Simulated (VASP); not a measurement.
# LiAlH3 (P4/mbm) in VASP: further runs

LiAlH3 is run at these levels: PBE; tasks: single point.

Program: VASP 6.6.1. These are calculated values, not measurements. Logs are shortened: lines on timing, memory, paths and dates and some standing lists are left out, and cuts for length are marked.

## (1) The cell of the first run

Symmetry: P4/mbm, No. 127, tetragonal system. Conventional cell: a = 5.139 Å, b = 5.139 Å, c = 3.686 Å, α = 90.00°, β = 90.00°, γ = 90.00°. Li (site symmetry mmm) has 12 H at 2.24 to 2.99 Å within 3.0 Å. Within 2.4 Å of Al (site symmetry 4/m) lie 6 H at 1.84 to 1.89 Å. Within 2.7 Å of H (site symmetry m2m) lie 2 Al at 1.89 Å and 2 Li at 2.24 Å and 9 H at 2.56 to 2.68 Å. Within 2.4 Å of H (site symmetry 4/m) lie 2 Al at 1.84 Å.

## (2) Single point, PBE

Contents of INCAR:

```
ALGO = Normal
EDIFF = 1E-7
ENCUT = 520
GGA = PE
ISIF = 2
ISMEAR = 0
LASPH = True
LCHARG = False
LREAL = False
LWAVE = False
NBANDS = 20
NELM = 100
PREC = Accurate
SIGMA = 0.1
```

Contents of KPOINTS:

```
k-points
0
Gamma
  4 4 4
```

Contents of POSCAR:

```
LiAlH3
1.0
    5.1391747000      0.0000000000      0.0000000000
    0.0000000000      5.1391747000      0.0000000000
    0.0000000000      0.0000000000      3.6864144008
Li Al H
2 2 6
Direct
    0.0000000000      0.5000000000      0.5000000000
    0.5000000000      0.0000000000      0.5000000000
    0.5000000000      0.5000000000      0.0000000000
    0.0000000000      0.0000000000      0.0000000000
    0.8238402553      0.3238402553      0.0000000000
    0.6761597447      0.8238402553      0.0000000000
    0.5000000000      0.5000000000      0.5000000000
    0.1761597447      0.6761597447      0.0000000000
    0.3238402553      0.1761597447      0.0000000000
    0.0000000000      0.0000000000      0.5000000000
```

Potentials or basis: VASP PAW PBE potentials, release 64 (Li_sv, Al, H).

Launch:

```console
> cat potpaw_PBE.64/Li_sv/POTCAR potpaw_PBE.64/Al/POTCAR potpaw_PBE.64/H/POTCAR > POTCAR
> mpirun -np 1 vasp_std > vasp.out
```

OUTCAR:

```text
EDIFF = 1E-7
   ENCUT = 520
   GGA = PE
   ISIF = 2
   ISMEAR = 0
   LASPH = True
   LREAL = False
   NELM = 100
   PREC = Accurate

 ion  position               nearest neighbor table
   1  0.000  0.500  0.500-
   2  0.500  0.000  0.500-
   3  0.500  0.500  0.000-   7 1.84   7 1.84   5 1.89   8 1.89   9 1.89   6 1.89
   4  0.000  0.000  0.000-  10 1.84  10 1.84   8 1.89   9 1.89   5 1.89   6 1.89
   5  0.824  0.324  0.000-   3 1.89   4 1.89
   6  0.676  0.824  0.000-   3 1.89   4 1.89
   7  0.500  0.500  0.500-   3 1.84   3 1.84
   8  0.176  0.676  0.000-   3 1.89   4 1.89
   9  0.324  0.176  0.000-   3 1.89   4 1.89
  10  0.000  0.000  0.500-   4 1.84   4 1.84

  LATTYP: Found a simple tetragonal cell.
 ALAT       =     5.1391747000
 C/A-ratio  =     0.7173164206

  Lattice vectors:

 A1 = (   5.1391747000,   0.0000000000,   0.0000000000)
 A2 = (   0.0000000000,   5.1391747000,   0.0000000000)
 A3 = (   0.0000000000,   0.0000000000,   3.6864144008)

Analysis of symmetry for initial positions (statically):
=====================================================================
 Subroutine PRICEL returns:
 Original cell was already a primitive cell.

 Routine SETGRP: Setting up the symmetry group for a
 simple tetragonal supercell.

 Subroutine GETGRP returns: Found 16 space group operations
 (whereof  8 operations were pure point group operations)
 out of a pool of 16 trial point group operations.

The static configuration has the point symmetry C_4h.
 The point group associated with its full space group is D_4h.

Analysis of symmetry for dynamics (positions and initial velocities):
=====================================================================
 Subroutine PRICEL returns:
 Original cell was already a primitive cell.

 Routine SETGRP: Setting up the symmetry group for a
 simple tetragonal supercell.

 Subroutine GETGRP returns: Found 16 space group operations
 (whereof  8 operations were pure point group operations)
 out of a pool of 16 trial point group operations.

The dynamic configuration has the point symmetry C_4h.
 The point group associated with its full space group is D_4h.

 Subroutine INISYM returns: Found 16 space group operations
 (whereof  8 operations are pure point group operations),
 and found     1 'primitive' translations
[... 108 lines left out ...]
   IBRION =     -1    ionic relax: 0-MD 1-quasi-New 2-CG
   NFREE  =      0    steps in history (QN), initial steepest desc. (CG)
   ISIF   =      2    stress and relaxation
   ISYM   =      2    0-nonsym 1-usesym 2-fastsym
   POTIM  = 0.5000    time-step for ionic-motion
   TEBEG  =    0.0;   TEEND  =   0.0 temperature during run
   PSTRESS=    0.0 pullay stress
   NELECT =      18.0000    total number of electrons
   NUPDOWN=      -1.0000    fix difference up-down
   EMIN   =  10.00;   EMAX   =-10.00  energy-range for DOS
   EFERMI =   0.00;   METHOD = LEGACY
   ISMEAR =     0;   SIGMA  =   0.10  broadening in eV -4-tet -1-fermi 0-gaus
   EFERMI_NEDOS =   21; number of points for ismear=-14 and -15
   IALGO  =     38    algorithm
   IMIX   =      4    mixing-type and parameters
     AMIX     =   0.40;   BMIX     =  1.00
     AMIX_MAG =   1.60;   BMIX_MAG =  1.00
  volume/ion in A,a.u.               =       9.74        65.70
  Fermi-wavevector in a.u.,A,eV,Ry     =   0.932614  1.762385 11.833929  0.869769
  Thomas-Fermi vector in A             =   2.059230
   LORBIT       =      0    0 simple, 1 ext, 2 COOP (PROOUT), +10 PAW based schemes
   GGA     = PE    functional components
   LHFCALC =     F    Hartree Fock is set to
   AEXX    =    0.0000 exact exchange contribution
   IVDW    =     0    specifies the selected vdW correction
   LEPSILON=     F    determine dielectric tensor
   LRPA    =     F    only Hartree local field effects (RPA)
 non-spin polarized calculation
 Gauss-broadening in eV      SIGMA  =   0.10
  energy-cutoff  :      520.00
  volume of cell :       97.36
 maximum number of plane-waves:      2664
 NGX is ok and might be reduce to    40
   NGX = 19   NGY = 19   NGZ = 13

 number of electron      17.9999994 magnetization

 Free energy of the ion-electron system (eV)
  ---------------------------------------------------
  ext. energy  EPLUGINS =         0.00000000
  ---------------------------------------------------
  free energy    TOTEN  =       -30.84294427 eV

  energy without entropy =      -30.82000194  energy(sigma->0) =      -30.83147310

 E-fermi :   4.3058     XC(G=0):  -8.6007

 val. band max:        4.2691229379   @ k =   0.2500   0.2500   0.2500
 cond. band min:       4.3340577173   @ k =   0.5000   0.2500   0.2500
 fundamental gap:      0.0649347794
 Fermi energy:         4.3058284672

 k-point     1 :       0.0000    0.0000    0.0000
  band No.  band energies     occupation
      1     -44.1286      2.00000
      2     -44.1271      2.00000
      3      -6.7615      2.00000
      4      -3.2420      2.00000
      5      -2.1802      2.00000
      6      -2.1802      2.00000
[... 403 lines left out ...]
     19      11.5296      0.00000
     20      11.5296      0.00000

------------------------ aborting loop because EDIFF is reached ----------------------------------------

  FORCE on cell =-STRESS in cart. coord.  units (eV):
  Direction    XX          YY          ZZ          XY          YZ          ZX
  --------------------------------------------------------------------------------------
  -------------------------------------------------------------------------------------
  Total       -0.2254438     -0.2254438     -0.2790403      0.0000000      0.0000000      0.0000000
  in kB       -3.7098639     -3.7098639     -4.5918389      0.0000000      0.0000000      0.0000000
  external PRESSURE =      -4.0038555 kB  Pullay stress =       0.0000000 kB

 VOLUME and BASIS-vectors are now :
 -----------------------------------------------------------------------------
  energy-cutoff  :      520.00
  volume of cell :       97.36
      direct lattice vectors                 reciprocal lattice vectors
     5.139174700  0.000000000  0.000000000     0.194583772  0.000000000  0.000000000
     0.000000000  5.139174700  0.000000000     0.000000000  0.194583772  0.000000000
     0.000000000  0.000000000  3.686414401     0.000000000  0.000000000  0.271266301

 POSITION                                       TOTAL-FORCE (eV/Angst)
 -----------------------------------------------------------------------------------
      0.00000      2.56959      1.84321        -0.000000      0.000000      0.000000
      2.56959      0.00000      1.84321        -0.000000      0.000000      0.000000
      2.56959      2.56959      0.00000        -0.000000      0.000000      0.000000
      0.00000      0.00000      0.00000        -0.000000      0.000000      0.000000
      4.23386      1.66427      0.00000        -0.011334     -0.011334     -0.000000
      3.47490      4.23386      0.00000         0.011334     -0.011334      0.000000
      2.56959      2.56959      1.84321        -0.000000      0.000000      0.000000
      0.90532      3.47490      0.00000         0.011334      0.011334      0.000000
      1.66427      0.90532      0.00000        -0.011334      0.011334     -0.000000
      0.00000      0.00000      1.84321        -0.000000      0.000000      0.000000
 -----------------------------------------------------------------------------------
    total drift:                                0.000000     -0.000000     -0.000000

  FREE ENERGIE OF THE ION-ELECTRON SYSTEM (eV)
  ---------------------------------------------------
  free  energy   TOTEN  =       -30.8429442706 eV

  energy  without entropy=      -30.8200019358  energy(sigma->0) =      -30.83147310
```

OSZICAR:

```text
N       E                     dE             d eps       ncg     rms          rms(c)
DAV:   1     0.410720423750E+02    0.41072E+02   -0.67565E+03   720   0.799E+02
DAV:   2    -0.234524515760E+02   -0.64524E+02   -0.61248E+02   892   0.173E+02
DAV:   3    -0.317550426163E+02   -0.83026E+01   -0.82100E+01  1332   0.387E+01
DAV:   4    -0.321035055333E+02   -0.34846E+00   -0.34423E+00  1048   0.904E+00
DAV:   5    -0.321122334226E+02   -0.87279E-02   -0.87264E-02  1068   0.107E+00    0.650E+00
DAV:   6    -0.311631515484E+02    0.94908E+00   -0.41139E-01   924   0.280E+00    0.327E+00
DAV:   7    -0.308338461255E+02    0.32931E+00   -0.64416E-01   972   0.357E+00    0.515E-01
DAV:   8    -0.308422237663E+02   -0.83776E-02   -0.57169E-02  1016   0.117E+00    0.291E-01
DAV:   9    -0.308428051096E+02   -0.58134E-03   -0.21951E-03  1036   0.247E-01    0.148E-01
DAV:  10    -0.308429389139E+02   -0.13380E-03   -0.41780E-04   848   0.105E-01    0.327E-02
DAV:  11    -0.308429442957E+02   -0.53818E-05   -0.42308E-05   980   0.338E-02    0.886E-03
DAV:  12    -0.308429449046E+02   -0.60897E-06   -0.31693E-06  1092   0.968E-03    0.687E-03
DAV:  13    -0.308429445516E+02    0.35304E-06   -0.60841E-07   896   0.440E-03    0.306E-03
DAV:  14    -0.308429442381E+02    0.31348E-06   -0.16133E-07   748   0.191E-03    0.315E-04
DAV:  15    -0.308429442706E+02   -0.32491E-07   -0.11819E-08   424   0.652E-04
   1 F= -.30842944E+02 E0= -.30831473E+02  d E =-.229423E-01
```

It took 51 s on 1 thread of Oxide Virtual Turin-like, shared host; peak memory 0.17 GiB.

What came out:

| Item | Value |
| --- | --- |
| Free energy | -30.8429 eV |
| Largest force | 0.016 eV/Å |
| Band gap on the k mesh | zero (bands 9 and 10 overlap by 3.37 eV) |

Forces in eV/Å, atoms in the order of the input:
```
Li   0.000  0.000  0.000
Li   0.000  0.000  0.000
Al   0.000  0.000  0.000
Al   0.000  0.000  0.000
H   -0.011 -0.011  0.000
H    0.011 -0.011  0.000
H    0.000  0.000  0.000
H    0.011  0.011  0.000
H   -0.011  0.011  0.000
H    0.000  0.000  0.000
```

Levels at points of the mesh, in eV from the Fermi level:
```
           k point  band 4  band 5  band 6  band 7  band 8  band 9  band 10  band 11  band 12  band 13
(0.00, 0.00, 0.00)   -7.55   -6.49   -6.49   -4.57   -3.88    0.40     0.40     0.58     1.12     2.46
(0.50, 0.00, 0.00)   -9.94   -5.64   -5.64   -4.72   -4.72    0.72     0.72     1.79     1.79     2.67
(0.50, 0.50, 0.00)   -9.46   -7.55   -7.55   -3.22   -3.22    2.44     2.44     2.71     2.71     3.38
(0.00, 0.00, 0.50)   -7.48   -6.10   -5.71   -5.71   -4.41   -3.06     0.09     0.09     1.78     2.20
(0.50, 0.00, 0.50)   -8.36   -6.90   -6.90   -4.93   -4.93   -0.90    -0.90     1.39     1.39     1.45
(0.50, 0.50, 0.50)   -7.26   -7.06   -7.06   -6.88   -6.88   -0.29    -0.29     1.79     1.79     4.00
```

Caveat: the k points lie up to 0.43 Å⁻¹ apart, too coarse for converged energies and pressures of a metal; the cutoff is under 1.25 times the usual one of these potentials, so pressure, stress and relaxed cells hold a basis-set (Pulay) error.

[end of part 1 of 2]

The gap in the log of VASP goes by the Fermi energy; the results here count the filled bands.